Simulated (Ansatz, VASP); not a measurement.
**TePb: VASP beside Ansatz**

POSCAR

```
TePb
1.0
    0.0000000000      3.6223673787      2.5610137367
    3.6223673787      0.0000000000      2.5610137367
    3.6223673787      3.6223673787      0.0000000000
Te Pb
1 1
Direct
    0.5000000000      0.5000000000      0.5000000000
    0.0000000000      0.0000000000      0.0000000000
```

INCAR.step1

```
PREC     = Accurate       # precision mode
ENCUT    = 520            # plane-wave cutoff, eV
ISMEAR   = 0              # smearing method
SIGMA    = 0.05           # smearing width, eV
LREAL    = F              # projectors in reciprocal space
LASPH    = T              # aspherical terms in the spheres
NELM     = 60             # most SCF steps
NBANDS   = 17             # bands
GGA      = PE             # functional
ALGO     = Normal         # electronic algorithm
EDIFF    = 1E-4           # SCF threshold, eV
LWAVE    = T              # write WAVECAR
LCHARG   = F              # write CHGCAR
```

The input INCAR.step2:

```
PREC     = Accurate       # precision mode
ENCUT    = 520            # plane-wave cutoff, eV
EDIFF    = 1E-6           # SCF threshold, eV
ISMEAR   = 0              # smearing method
SIGMA    = 0.05           # smearing width, eV
LREAL    = F              # projectors in reciprocal space
LASPH    = T              # aspherical terms in the spheres
NELM     = 60             # most SCF steps
ALGO     = Normal         # electronic algorithm
ISIF     = 2              # what is computed and relaxed
LWAVE    = F              # write WAVECAR
LCHARG   = F              # write CHGCAR
METAGGA  = R2SCAN         # meta-GGA
LMIXTAU  = T            
NBANDS   = 17             # bands
ISTART   = 1
```

KPOINTS

```
Automatic mesh
0
Gamma
  8 8 8
```

Input for Ansatz:

```yaml
crystal:
  lattice:
    - [0.0, 3.6223673787, 2.5610137367]
    - [3.6223673787, 0.0, 2.5610137367]
    - [3.6223673787, 3.6223673787, 0.0]
  atoms:
    - { symbol: Te, position: [0.5, 0.5, 0.5] }
    - { symbol: Pb, position: [0.0, 0.0, 0.0] }
basis:
  ecutwfc: 500
kpoints:
  mp_grid: { grid: [8, 8, 8] }
hamiltonian:
  xc: r2scan
scf:
  occupations: { method: gaussian, width: 0.05 }
output:
  forces: true
  stress: true
  eigenvalues: true
```

Alike in both runs: task single point; functional r2SCAN; k mesh 8 × 8 × 8; occupations gaussian, width 0.05 eV; no spin polarisation.

```csv
,VASP,Ansatz
version,VASP 6.6.1,Ansatz 0.2.0
potentials or method,"VASP PAW PBE potentials, release 64 (Te, Pb_d), cutoff 520 eV","scalar-relativistic, plane waves, PAW"
valence electrons in the cell,20,30
```

```tsv
	VASP	Ansatz	Ansatz less VASP
gap on the k mesh at the Fermi level (eV)	none	none	-
pressure (GPa)	16.0	16.1	+0.12
traceless stress, the component that is largest in VASP (GPa)	36.53	36.77	+0.241
```

VASP's potentials were made for PBE, not for r2SCAN. A gap of «none» marks a metal or a gap that the smearing closes. VASP's potentials hold 20 valence electrons a cell and Ansatz's 30, so a difference there can come from the potentials and not from the codes.

Neither program's run includes spin-orbit coupling.
